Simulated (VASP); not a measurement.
# GaP in VASP: single point with r2SCAN

Aim: the single point of GaP with r2SCAN.

All numbers are computed with VASP 6.6.1; they aren't measurements. Logs are shortened: lines on timing, memory, paths and dates and some standing lists are left out, and cuts for length are marked.

## (1) The cell of the first run

The cell holds a slab with vacuum, 6 atoms: a = 3.854 Å, b = 3.854 Å, c = 23.813 Å, α = 90.00°, β = 90.00°, γ = 90.00°.

## (2) Single point, r2SCAN

File POSCAR:

```
GaP
1.0
    3.8540855109      0.0000000000      0.0000000000
    0.0000000000      3.8540855109      0.0000000000
    0.0000000000      0.0000000000     23.8131250000
P Ga
3 3
Direct
    0.0000000000      0.5000000000      0.3569460119
    0.5000000000      0.0000000000      0.4713892024
    0.0000000000      0.5000000000      0.5861747861
    0.5000000000      0.5000000000      0.4141676071
    0.0000000000      0.0000000000      0.5269658735
    0.5000000000      0.5000000000      0.6450694977
```

File INCAR.step1:

```
SYSTEM = GaP
PREC = Accurate ; ENCUT = 520
ISMEAR = 0 ; SIGMA = 0.05
LREAL = .FALSE. ; LASPH = .TRUE.
NELM = 100 ; LDIPOL = .TRUE.
IDIPOL = 3 ; DIPOL = 0.5 0.5 0.500
NBANDS = 36 ; GGA = PE
ALGO = Normal ; EDIFF = 1E-4
LWAVE = .TRUE. ; LCHARG = .FALSE.
```

File INCAR.step2:

```
SYSTEM = GaP
PREC = Accurate ; ENCUT = 520
EDIFF = 1E-7 ; ISMEAR = 0
SIGMA = 0.05 ; LREAL = .FALSE.
LASPH = .TRUE. ; NELM = 100
ALGO = Normal ; ISIF = 2
LWAVE = .FALSE. ; LCHARG = .FALSE.
LDIPOL = .TRUE. ; IDIPOL = 3
DIPOL = 0.5 0.5 0.500 ; METAGGA = R2SCAN
LMIXTAU = .TRUE. ; NBANDS = 36
ISTART = 1
```

File KPOINTS:

```
Automatic mesh
0
G
  7 7 1
  0 0 0
```

Potentials or basis: VASP PAW PBE potentials, release 64 (P, Ga_d).

Run with:

```sh
$ cat potpaw_PBE.64/P/POTCAR potpaw_PBE.64/Ga_d/POTCAR > POTCAR
$ cp INCAR.step1 INCAR
$ mpirun -np 1 vasp_std > vasp.out
$ cp INCAR.step2 INCAR
$ mpirun -np 1 vasp_std > vasp.out
```

OUTCAR:

```text
SYSTEM = GaP
   PREC = Accurate
   ENCUT = 520
   EDIFF = 1E-7
   ISMEAR = 0
   LREAL = .FALSE.
   LASPH = .TRUE.
   NELM = 100
   ISIF = 2
   METAGGA = R2SCAN
   ISTART = 1

 ion  position               nearest neighbor table
   1  0.000  0.500  0.357-   4 2.36   4 2.36
   2  0.500  0.000  0.471-   5 2.34   5 2.34   4 2.36   4 2.36
   3  0.000  0.500  0.586-   6 2.38   6 2.38   5 2.39   5 2.39
   4  0.500  0.500  0.414-   1 2.36   1 2.36   2 2.36   2 2.36
   5  0.000  0.000  0.527-   2 2.34   2 2.34   3 2.39   3 2.39
   6  0.500  0.500  0.645-   3 2.38   3 2.38

  LATTYP: Found a simple tetragonal cell.
 ALAT       =     3.8540855109
 C/A-ratio  =     6.1786706425

  Lattice vectors:

 A1 = (   3.8540855109,   0.0000000000,   0.0000000000)
 A2 = (   0.0000000000,   3.8540855109,   0.0000000000)
 A3 = (   0.0000000000,   0.0000000000,  23.8131250000)

Analysis of symmetry for initial positions (statically):
=====================================================================
 Subroutine PRICEL returns:
 Original cell was already a primitive cell.

 Routine SETGRP: Setting up the symmetry group for a
 simple tetragonal supercell.

 Subroutine GETGRP returns: Found  4 space group operations
 (whereof  4 operations were pure point group operations)
 out of a pool of 16 trial point group operations.

The static configuration has the point symmetry C_2v.

Analysis of symmetry for dynamics (positions and initial velocities):
=====================================================================
 Subroutine PRICEL returns:
 Original cell was already a primitive cell.

 Routine SETGRP: Setting up the symmetry group for a
 simple tetragonal supercell.

 Subroutine GETGRP returns: Found  4 space group operations
 (whereof  4 operations were pure point group operations)
 out of a pool of 16 trial point group operations.

The dynamic configuration has the point symmetry C_2v.

 Subroutine INISYM returns: Found  4 space group operations
 (whereof  4 operations are pure point group operations),
 and found     1 'primitive' translations

----------------------------------------------------------------------------------------

                                     Primitive cell

  volume of cell :     353.7196
[... 92 lines left out ...]
   IBRION =     -1    ionic relax: 0-MD 1-quasi-New 2-CG
   NFREE  =      0    steps in history (QN), initial steepest desc. (CG)
   ISIF   =      2    stress and relaxation
   ISYM   =      2    0-nonsym 1-usesym 2-fastsym
   POTIM  = 0.5000    time-step for ionic-motion
   TEBEG  =    0.0;   TEEND  =   0.0 temperature during run
   PSTRESS=    0.0 pullay stress
   NELECT =      54.0000    total number of electrons
   NUPDOWN=      -1.0000    fix difference up-down
   EMIN   =  10.00;   EMAX   =-10.00  energy-range for DOS
   EFERMI =   0.00;   METHOD = LEGACY
   ISMEAR =     0;   SIGMA  =   0.05  broadening in eV -4-tet -1-fermi 0-gaus
   EFERMI_NEDOS =   21; number of points for ismear=-14 and -15
   IALGO  =     38    algorithm
   IMIX   =      4    mixing-type and parameters
     AMIX     =   0.40;   BMIX     =  1.00
     AMIX_MAG =   1.60;   BMIX_MAG =  1.00
  volume/ion in A,a.u.               =      58.95       397.84
  Fermi-wavevector in a.u.,A,eV,Ry     =   0.874956  1.653428 10.415921  0.765549
  Thomas-Fermi vector in A             =   1.994560
   LORBIT       =      0    0 simple, 1 ext, 2 COOP (PROOUT), +10 PAW based schemes
   METAGGA = R2SCAN    functional components
   LHFCALC =     F    Hartree Fock is set to
   AEXX    =    0.0000 exact exchange contribution
   IVDW    =     0    specifies the selected vdW correction
   LEPSILON=     F    determine dielectric tensor
   LRPA    =     F    only Hartree local field effects (RPA)
 non-spin polarized calculation
 Gauss-broadening in eV      SIGMA  =   0.05
  energy-cutoff  :      520.00
  volume of cell :      353.72
 maximum number of plane-waves:      9554
 NGX is ok and might be reduce to    30
   NGX = 15   NGY = 15   NGZ = 89

 number of electron      54.0000008 magnetization

 dipolmoment           0.000000      0.000000     -0.134404 electrons x Angstroem

 Free energy of the ion-electron system (eV)
  ---------------------------------------------------
  ext. energy  EPLUGINS =         0.00000000
  ---------------------------------------------------
  free energy    TOTEN  =       -60.23645562 eV

  energy without entropy =      -60.22764924  energy(sigma->0) =      -60.23205243

 E-fermi :  -2.1483     XC(G=0):  -4.2677

 val. band max:       -2.1555775291   @ k =   0.1429   0.1429   0.0000
 cond. band min:      -2.1249373689   @ k =  -0.2857   0.4286   0.0000
 fundamental gap:      0.0306401602
 Fermi energy:        -2.1483450713

 k-point     1 :       0.0000    0.0000    0.0000
  band No.  band energies     occupation
      1     -17.4801      2.00000
      2     -17.3943      2.00000
      3     -17.3804      2.00000
      4     -17.3612      2.00000
      5     -17.3100      2.00000
      6     -17.2852      2.00000
[... 613 lines left out ...]
     35       3.8478      0.00000
     36       4.5865      0.00000

------------------------ aborting loop because EDIFF is reached ----------------------------------------

 vacuum level on the upper side and lower side of the slab       (xc-potential included)        -0.775         0.827

  FORCE on cell =-STRESS in cart. coord.  units (eV):
  Direction    XX          YY          ZZ          XY          YZ          ZX
  --------------------------------------------------------------------------------------
  -------------------------------------------------------------------------------------
  Total       -0.8115257     -1.7621503     -0.0990758      0.0000000      0.0000000      0.0000000
  in kB       -3.6758159     -7.9816824     -0.4487650      0.0000000      0.0000000      0.0000000
  external PRESSURE =      -4.0354211 kB  Pullay stress =       0.0000000 kB

 VOLUME and BASIS-vectors are now :
 -----------------------------------------------------------------------------
  energy-cutoff  :      520.00
  volume of cell :      353.72
      direct lattice vectors                 reciprocal lattice vectors
     3.854085511  0.000000000  0.000000000     0.259464923  0.000000000  0.000000000
     0.000000000  3.854085511  0.000000000     0.000000000  0.259464923  0.000000000
     0.000000000  0.000000000 23.813125000     0.000000000  0.000000000  0.041993648

 POSITION                                       TOTAL-FORCE (eV/Angst)
 -----------------------------------------------------------------------------------
      0.00000      1.92704      8.50000         0.000000      0.000000      0.396427
      1.92704      0.00000     11.22525         0.000000      0.000000      0.346566
      0.00000      1.92704     13.95865         0.000000      0.000000     -0.003110
      1.92704      1.92704      9.86262         0.000000      0.000000     -0.737581
      0.00000      0.00000     12.54870         0.000000      0.000000      0.000199
      1.92704      1.92704     15.36112         0.000000      0.000000     -0.002501
 -----------------------------------------------------------------------------------
    total drift:                                0.000000      0.000000     -0.006400

  FREE ENERGIE OF THE ION-ELECTRON SYSTEM (eV)
  ---------------------------------------------------
  free  energy   TOTEN  =       -60.2364556193 eV

  energy  without entropy=      -60.2276492414  energy(sigma->0) =      -60.23205243

 vacuum level on the upper side and lower side of the slab         2.729         4.367
```

OSZICAR.step1:

```text
N       E                     dE             d eps       ncg     rms          rms(c)
DAV:   1     0.372318998647E+03    0.37232E+03   -0.24182E+04  1240   0.149E+03
DAV:   2     0.230592978819E+02   -0.34926E+03   -0.33821E+03  1348   0.343E+02
DAV:   3    -0.224257353266E+02   -0.45485E+02   -0.44884E+02  1444   0.127E+02
DAV:   4    -0.250131946385E+02   -0.25875E+01   -0.25763E+01  1588   0.300E+01
DAV:   5    -0.250667769094E+02   -0.53582E-01   -0.53543E-01  1684   0.417E+00    0.725E+00
DAV:   6    -0.295295581412E+02   -0.44628E+01   -0.77714E+01  1712   0.482E+01    0.809E+00
DAV:   7    -0.239898566698E+02    0.55397E+01   -0.51967E+01  1652   0.188E+01    0.448E+00
DAV:   8    -0.237888112587E+02    0.20105E+00   -0.22288E+00  1304   0.845E+00    0.116E+00
DAV:   9    -0.237766000884E+02    0.12211E-01   -0.20865E-01  1536   0.341E+00    0.534E-01
DAV:  10    -0.237752771699E+02    0.13229E-02   -0.42796E-02  1512   0.113E+00    0.303E-01
DAV:  11    -0.237759377041E+02   -0.66053E-03   -0.18641E-02  1508   0.756E-01    0.260E-01
DAV:  12    -0.237750458259E+02    0.89188E-03   -0.26969E-03  1324   0.312E-01    0.166E-01
DAV:  13    -0.237755399159E+02   -0.49409E-03   -0.10439E-03  1216   0.327E-01    0.167E-01
DAV:  14    -0.237751002417E+02    0.43967E-03   -0.25982E-03  1220   0.250E-01    0.320E-02
DAV:  15    -0.237751407376E+02   -0.40496E-04   -0.19538E-04  1068   0.873E-02
   1 F= -.23775141E+02 E0= -.23770231E+02  d E =-.982018E-02
```

It took 43 min on 1 thread of AMD EPYC 7R13, shared host; peak memory 0.54 GiB.

What came out:

```
Free energy            : -60.2365 eV
Largest force          : 0.738 eV/Å
Band gap on the k mesh : zero (bands 27 and 28 overlap by 0.54 eV)
```

Forces on the atoms (eV/Å):
```
P    0.000  0.000  0.396
P    0.000  0.000  0.347
P    0.000  0.000 -0.003
Ga   0.000  0.000 -0.738
Ga   0.000  0.000  0.000
Ga   0.000  0.000 -0.003
```

Levels at points of the mesh, in eV from the Fermi level:
| k point | band 25 | band 26 | band 27 | band 28 | band 29 | band 30 |
| --- | --- | --- | --- | --- | --- | --- |
| (0.00, 0.00, 0.00) | -1.16 | -0.20 | 0.36 | 1.16 | 2.15 | 2.30 |

Caveat: the PAW data sets were made with another functional, which shifts forces and pressure a little.

The gap in the log of VASP goes by the Fermi energy; the results here count the filled bands.